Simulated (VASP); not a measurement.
# AlNi3 (P1) in VASP: further runs

Runs on AlNi3. Level: PBEsol. Tasks: single point.

Everything below comes from runs of VASP 6.6.1. Logs are shortened: lines on timing, memory, paths and dates and some standing lists are left out, and cuts for length are marked.

## Step 1: The cell of the first run

The typed cell holds 4 atoms: a = 3.967 Å, b = 3.965 Å, c = 3.981 Å, α = 59.99°, β = 59.81°, γ = 59.86°.

## Step 2: Single point, PBEsol

INCAR

```
PREC = Accurate
ENCUT = 520
EDIFF = 1E-7
ISMEAR = 0
SIGMA = 0.1
LREAL = F
LASPH = T
NELM = 60
ALGO = Normal
ISIF = 2
LWAVE = F
LCHARG = T
GGA = PS
LELF = T
LVHAR = T
NBANDS = 24
```

KPOINTS

```
regular mesh
0
Gamma
  1 1 1
```

POSCAR

```
AlNi3
1.0
    0.0091803197      2.8086990902      2.8014686452
    2.8035150590      0.0061289969      2.8045199680
    2.8105818206      2.8188171747     -0.0009377647
Al Ni
1 3
Direct
    0.5179937806      0.4754529908      0.4812022906
    0.2347094222      0.2129657574      0.2359009799
    0.0527018359     -0.0376585175      0.0301498793
    0.7728995969      0.7206613382      0.8016672262
```

Potentials or basis: VASP PAW PBE potentials, release 64 (Al, Ni).

Started as:

```bash
$ cat potpaw_PBE.64/Al/POTCAR potpaw_PBE.64/Ni/POTCAR > POTCAR
$ mpirun -np 1 vasp_gam > vasp.out
```

OUTCAR:

```text
PREC = Accurate
   ENCUT = 520
   EDIFF = 1E-7
   ISMEAR = 0
   LREAL = F
   LASPH = T
   NELM = 60
   ISIF = 2
   GGA = PS

 ion  position               nearest neighbor table
   1  0.518  0.475  0.481-   4 2.21   2 2.32   2 2.39   4 2.42   2 2.45   4 2.46   2 2.57   3 2.58
                             4 2.67   3 2.71   3 2.76   3 2.88   3 2.91   3 3.05
   2  0.235  0.213  0.236-   3 2.08   1 2.32   1 2.39   1 2.45   3 2.46   4 2.53   1 2.57   3 2.61
                             4 2.61   3 2.66   4 2.70   4 2.95   4 3.03
   3  0.053  0.962  0.030-   2 2.08   4 2.33   4 2.44   2 2.46   4 2.46   4 2.51   1 2.58   2 2.61
                             2 2.66   1 2.71   1 2.76   1 2.88   1 2.91   1 3.05
   4  0.773  0.721  0.802-   1 2.21   3 2.33   1 2.42   3 2.44   3 2.46   1 2.46   3 2.51   2 2.53
                             2 2.61   1 2.67   2 2.70   2 2.95   2 3.03

  LATTYP: Found a triclinic cell.
 ALAT       =     3.9670015664
 B/A-ratio  =     0.9996175526
 C/A-ratio  =     0.9988661435
 COS(alpha) =     0.0003545688
 COS(beta)  =     0.4959977987
 COS(gamma) =     0.5021730876

  Lattice vectors:

 A1 = (  -0.0091803197,  -2.8086990902,  -2.8014686452)
 A2 = (  -2.8035150590,  -0.0061289969,  -2.8045199680)
 A3 = (   2.8014015009,   0.0101180845,  -2.8024064099)

Analysis of symmetry for initial positions (statically):
=====================================================================
 Subroutine PRICEL returns:
 Original cell was already a primitive cell.

 Routine SETGRP: Setting up the symmetry group for a
 triclinic supercell.

 Subroutine GETGRP returns: Found  1 space group operations
 (whereof  1 operations were pure point group operations)
 out of a pool of  2 trial point group operations.

The static configuration has the point symmetry C_1 .

Analysis of symmetry for dynamics (positions and initial velocities):
=====================================================================
 Subroutine PRICEL returns:
 Original cell was already a primitive cell.

 Routine SETGRP: Setting up the symmetry group for a
 triclinic supercell.

 Subroutine GETGRP returns: Found  1 space group operations
 (whereof  1 operations were pure point group operations)
 out of a pool of  2 trial point group operations.

The dynamic configuration has the point symmetry C_1 .

 Subroutine INISYM returns: Found  1 space group operations
 (whereof  1 operations are pure point group operations),
 and found     1 'primitive' translations

----------------------------------------------------------------------------------------

                                     Primitive cell

  volume of cell :      44.1645

  direct lattice vectors                    reciprocal lattice vectors
     0.009180320  2.808699090  2.801468645    -0.178999642  0.178536081  0.178545330
     2.803515059  0.006128997  2.804519968     0.178864398 -0.178282565  0.178156571
     2.810581821  2.818817175 -0.000937765     0.177968219  0.177251142 -0.178291814

  length of vectors
     3.967001566  3.965484397  3.980590574     0.309506767  0.309058101  0.308023741

  position of ions in fractional coordinates (direct lattice)
     0.517993781  0.475452991  0.481202291
     0.234709422  0.212965757  0.235900980
     0.052701836  0.962341483  0.030149879
     0.772899597  0.720661338  0.801667226

  ion indices of the primitive-cell ions
   primitive index   ion index
                 1           1
                 2           2
                 3           3
                 4           4

----------------------------------------------------------------------------------------

 KPOINTS: regular mesh

Automatic generation of k-mesh.
 Grid dimensions read from file:
 generate k-points for:    1    1    1

 Generating k-lattice:

  Cartesian coordinates                     Fractional coordinates (reciprocal lattice)
    -0.178999642  0.178536081  0.178545330     1.000000000  0.000000000  0.000000000
     0.178864398 -0.178282565  0.178156571     0.000000000  1.000000000  0.000000000
     0.177968219  0.177251142 -0.178291814    -0.000000000  0.000000000  1.000000000

  Length of vectors
     0.309506767  0.309058101  0.308023741

  Shift w.r.t. Gamma in fractional coordinates (k-lattice)
     0.000000000  0.000000000  0.000000000

 Subroutine IBZKPT returns following result:
 ===========================================

 Found      1 irreducible k-points:

 Following reciprocal coordinates:
            Coordinates               Weight
  0.000000  0.000000  0.000000      1.000000
   k-points           NKPTS =      1   k-points in BZ     NKDIM =      1   number of bands    NBANDS=     24
   number of dos      NEDOS =    301   number of ions     NIONS =      4
   total plane-waves  NPLWV =  27000
   dimension x,y,z NGX =    30 NGY =   30 NGZ =   30
   dimension x,y,z NGXF=    60 NGYF=   60 NGZF=   60
   ions per type =               1   3
   NGX,Y,Z   is equivalent  to a cutoff of  12.57, 12.58, 12.53 a.u.
   NGXF,Y,Z  is equivalent  to a cutoff of  25.14, 25.15, 25.06 a.u.
 SYSTEM =  unknown system
   PREC   = accura    normal or accurate (medium, high low for compatibility)
   ISTART =      0    job   : 0-new  1-cont  2-samecut
   ICHARG =      2    charge: 1-file 2-atom 10-const
   ISPIN  =      1    spin polarized calculation?
   LNONCOLLINEAR =      F non collinear calculations
   LSORBIT =      F    spin-orbit coupling
   LASPH  =      T    aspherical Exc in radial PAW
   ENCUT  =  520.0 eV  38.22 Ry    6.18 a.u.   7.38  7.37  7.40*2*pi/ulx,y,z
   NELM   =     60;   NELMIN=  2; NELMDL= -5     # of ELM steps
   EDIFF  = 0.1E-06   stopping-criterion for ELM
   LREAL  =      F    real-space projection
   EDIFFG = 0.1E-05   stopping-criterion for IOM
   NSW    =      0    number of steps for IOM
   IBRION =     -1    ionic relax: 0-MD 1-quasi-New 2-CG
   NFREE  =      0    steps in history (QN), initial steepest desc. (CG)
   ISIF   =      2    stress and relaxation
   ISYM   =      2    0-nonsym 1-usesym 2-fastsym
   POTIM  = 0.5000    time-step for ionic-motion
   TEBEG  =    0.0;   TEEND  =   0.0 temperature during run
   PSTRESS=    0.0 pullay stress
   NELECT =      33.0000    total number of electrons
   NUPDOWN=      -1.0000    fix difference up-down
   EMIN   =  10.00;   EMAX   =-10.00  energy-range for DOS
   EFERMI =   0.00;   METHOD = LEGACY
   ISMEAR =     0;   SIGMA  =   0.10  broadening in eV -4-tet -1-fermi 0-gaus
   EFERMI_NEDOS =   21; number of points for ismear=-14 and -15
   IALGO  =     38    algorithm
   IMIX   =      4    mixing-type and parameters
     AMIX     =   0.40;   BMIX     =  1.00
     AMIX_MAG =   1.60;   BMIX_MAG =  1.00
  volume/ion in A,a.u.               =      11.04        74.51
  Fermi-wavevector in a.u.,A,eV,Ry     =   1.485553  2.807289 30.026276  2.206869
  Thomas-Fermi vector in A             =   2.598951
   LORBIT       =      0    0 simple, 1 ext, 2 COOP (PROOUT), +10 PAW based schemes
   GGA     = PS    functional components
   LHFCALC =     F    Hartree Fock is set to
   AEXX    =    0.0000 exact exchange contribution
   IVDW    =     0    specifies the selected vdW correction
   LEPSILON=     F    determine dielectric tensor
   LRPA    =     F    only Hartree local field effects (RPA)
 non-spin polarized calculation
 Gauss-broadening in eV      SIGMA  =   0.10
  energy-cutoff  :      520.00
  volume of cell :       44.16
 maximum number of plane-waves:       622
 NGX is ok and might be reduce to    30
   NGX = 15   NGY = 15   NGZ = 15

 number of electron      33.0000005 magnetization

 Free energy of the ion-electron system (eV)
  ---------------------------------------------------
  ext. energy  EPLUGINS =         0.00000000
  ---------------------------------------------------
  free energy    TOTEN  =       -17.36456336 eV

  energy without entropy =      -17.28165827  energy(sigma->0) =      -17.32311081

 E-fermi :  15.1708     XC(G=0): -12.8392

 val. band max:       10.2241402149   @ k =   0.0000   0.0000   0.0000
 cond. band min:      15.1936447922   @ k =   0.0000   0.0000   0.0000
 fundamental gap:      4.9695045773
 Fermi energy:        15.1708476449

 k-point     1 :       0.0000    0.0000    0.0000
  band No.  band energies     occupation
      1      -0.4479      2.00000
      2       6.4395      2.00000
      3       6.5657      2.00000
      4       6.8374      2.00000
      5       6.9582      2.00000
      6       7.0714      2.00000
[... 16 lines left out ...]
     23      16.9077      0.00000
     24      18.3549      0.00000

------------------------ aborting loop because EDIFF is reached ----------------------------------------

  FORCE on cell =-STRESS in cart. coord.  units (eV):
  Direction    XX          YY          ZZ          XY          YZ          ZX
  --------------------------------------------------------------------------------------
  -------------------------------------------------------------------------------------
  Total        2.0320480      4.2934812      1.6767434     -1.1992053      3.6496536     -3.2391674
  in kB       73.7175602    155.7566314     60.8280090    -43.5041349    132.4001979   -117.5087975
  external PRESSURE =      96.7674002 kB  Pullay stress =       0.0000000 kB

 VOLUME and BASIS-vectors are now :
 -----------------------------------------------------------------------------
  energy-cutoff  :      520.00
  volume of cell :       44.16
      direct lattice vectors                 reciprocal lattice vectors
     0.009180320  2.808699090  2.801468645    -0.178999642  0.178536081  0.178545330
     2.803515059  0.006128997  2.804519968     0.178864398 -0.178282565  0.178156571
     2.810581821  2.818817175 -0.000937765     0.177968219  0.177251142 -0.178291814

 POSITION                                       TOTAL-FORCE (eV/Angst)
 -----------------------------------------------------------------------------------
      2.69015      2.81422      2.78411         0.664333      1.087585     -0.660268
      1.26223      1.32550      1.25458         0.698668     -0.235245      0.169372
      2.78316      0.23891      2.84652        -1.985774     -0.752647     -0.393011
      4.28063      4.43501      4.18561         0.622772     -0.099692      0.883908
 -----------------------------------------------------------------------------------
    total drift:                                0.000167     -0.000259     -0.000233

  FREE ENERGIE OF THE ION-ELECTRON SYSTEM (eV)
  ---------------------------------------------------
  free  energy   TOTEN  =       -17.3645633552 eV

  energy  without entropy=      -17.2816582679  energy(sigma->0) =      -17.32311081
```

It took 11 s on 1 thread of Intel Xeon 6975P-C (Granite Rapids), shared host; peak memory 0.15 GiB.

Results:

* Free energy: -17.3646 eV
* Pressure: 9.7 GPa
* Largest force: 2.160 eV/Å
* Band gap on the k mesh: zero (an odd number of electrons rules out a gap without spin polarisation)

Forces in eV/Å, atoms in the order of the input:
```
Al   0.664  1.088 -0.660
Ni   0.699 -0.235  0.169
Ni  -1.986 -0.753 -0.393
Ni   0.623 -0.100  0.884
```

Caveat: the k points lie up to 1.94 Å⁻¹ apart, too coarse for converged energies and pressures of a metal; the PAW data sets were made with another functional, which shifts forces and pressure a little. Spin polarisation is off, so any magnetic state and its effect on volume and gap are missing.

## Step 3: Single point, PBEsol

Edit INCAR of step 2 so:

```diff
@@ -2,3 +2,3 @@
 ENCUT = 520
-EDIFF = 1E-7
+EDIFF = 1E-6
 ISMEAR = 0
@@ -7,3 +7,3 @@
 LASPH = T
-NELM = 60
+NELM = 80
 ALGO = Normal
```

KPOINTS

```
Automatic mesh
0
Gamma
  2 2 2
```

POSCAR is that of step 2.

Potentials or basis: VASP PAW PBE potentials, release 64 (Al, Ni).

Started as:

```bash
$ cat potpaw_PBE.64/Al/POTCAR potpaw_PBE.64/Ni/POTCAR > POTCAR
$ mpirun -np 1 vasp_std > vasp.out
```

Run time: 24 s. Hardware: 1 thread of Intel Xeon 6975P-C (Granite Rapids), shared host; peak memory 0.16 GiB.

Results (log left out):

* Free energy: -23.1076 eV
* Pressure: 8.1 GPa
* Largest force: 3.060 eV/Å
* Band gap on the k mesh: zero (an odd number of electrons rules out a gap without spin polarisation)

Forces on the atoms (eV/Å):
```
Al   1.011  1.039 -1.012
Ni   1.438  1.551  1.956
Ni  -1.485 -1.979 -1.801
Ni  -0.964 -0.611  0.857
```

Stress tensor (GPa, compression positive):
```
10.24  2.02  1.77
 2.02  5.43  2.68
 1.77  2.68  8.75
```

Levels at points of the mesh, in eV from the Fermi level:
| k point | band 13 | band 14 | band 15 | band 16 | band 17 | band 18 | band 19 | band 20 |
| --- | --- | --- | --- | --- | --- | --- | --- | --- |
| (0.00, 0.00, 0.00) | -0.59 | -0.38 | -0.30 | -0.27 | 5.51 | 5.66 | 5.88 | 6.29 |
| (0.50, 0.00, 0.00) | -0.78 | -0.37 | -0.28 | -0.24 | 0.08 | 3.92 | 4.25 | 5.48 |
| (0.00, 0.50, 0.00) | -0.63 | -0.40 | -0.30 | -0.14 | 0.10 | 3.79 | 4.35 | 5.51 |
| (0.50, 0.50, 0.00) | -0.59 | -0.43 | -0.33 | -0.24 | -0.14 | 0.04 | 0.51 | 4.32 |
| (0.00, 0.00, 0.50) | -0.81 | -0.37 | -0.36 | -0.32 | -0.01 | 4.16 | 4.31 | 5.38 |
| (0.50, 0.00, 0.50) | -0.56 | -0.51 | -0.40 | -0.36 | -0.17 | -0.01 | 0.39 | 4.52 |
| (0.00, 0.50, 0.50) | -0.60 | -0.45 | -0.41 | -0.12 | -0.03 | 0.05 | 0.45 | 4.40 |
| (0.50, 0.50, 0.50) | -0.37 | -0.36 | -0.17 | -0.02 | 0.24 | 4.13 | 4.62 | 5.29 |

Caveat: the k points lie up to 0.97 Å⁻¹ apart, too coarse for converged energies and pressures of a metal; the PAW data sets were made with another functional, which shifts forces and pressure a little. Spin polarisation is off, so any magnetic state and its effect on volume and gap are missing.

The gap in the log of VASP goes by the Fermi energy; the results here count the filled bands.